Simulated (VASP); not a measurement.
Here is a VASP 6.6.1 calculation.

The input POSCAR:

```
ZnRe
1.0
    2.7482183437      0.0000000000      0.0000000000
   -1.3741091718      2.3800269008      0.0000000000
    0.0000000000      0.0000000000      4.4940660000
Re Zn
1 1
Direct
    0.3333333333      0.6666666667      0.5000000000
    0.0000000000      0.0000000000      0.0000000000
```

INCAR.step1

```
PREC     = Accurate       # precision mode
ENCUT    = 520            # plane-wave cutoff, eV
ISMEAR   = 1              # smearing method
SIGMA    = 0.025          # smearing width, eV
LREAL    = False          # projectors in reciprocal space
LASPH    = True           # aspherical terms in the spheres
NELM     = 60             # most SCF steps
NBANDS   = 16             # bands
GGA      = PE             # functional
ALGO     = Normal         # electronic algorithm
EDIFF    = 1E-4           # SCF threshold, eV
LWAVE    = True           # write WAVECAR
LCHARG   = False          # write CHGCAR
```

File INCAR.step2:

```
PREC     = Accurate       # precision mode
ENCUT    = 520            # plane-wave cutoff, eV
EDIFF    = 1E-6           # SCF threshold, eV
ISMEAR   = 1              # smearing method
SIGMA    = 0.025          # smearing width, eV
LREAL    = False          # projectors in reciprocal space
LASPH    = True           # aspherical terms in the spheres
NELM     = 60             # most SCF steps
ALGO     = Normal         # electronic algorithm
ISIF     = 2              # what is computed and relaxed
LWAVE    = False          # write WAVECAR
LCHARG   = False          # write CHGCAR
METAGGA  = R2SCAN         # meta-GGA
LMIXTAU  = True         
NBANDS   = 16             # bands
ISTART   = 1
```

Contents of KPOINTS:

```
Automatic mesh
0
Gamma
  9 9 5
```

Potentials or basis: VASP PAW PBE potentials, release 64 (Re, Zn).

The run is started by

```console
$ cat potpaw_PBE.64/Re/POTCAR potpaw_PBE.64/Zn/POTCAR > POTCAR
$ cp INCAR.step1 INCAR
$ mpirun -np 1 vasp_std > vasp.out
$ cp INCAR.step2 INCAR
$ mpirun -np 1 vasp_std > vasp.out
```

Question: What does it give for the band gap on the k mesh?

Answer: Zero (an odd number of electrons rules out a gap without spin polarisation).

Question: Estimate the pressure.

Answer: -6.2 GPa.

Stress tensor (GPa, compression positive):
```
-6.17  0.00  0.00
 0.00 -6.17  0.00
 0.00  0.00 -6.34
```

Caveat: the cell stands under tension; the PAW data sets were made with another functional, which shifts forces and pressure a little; spin-orbit coupling is left out, which moves the levels of the heavy elements.
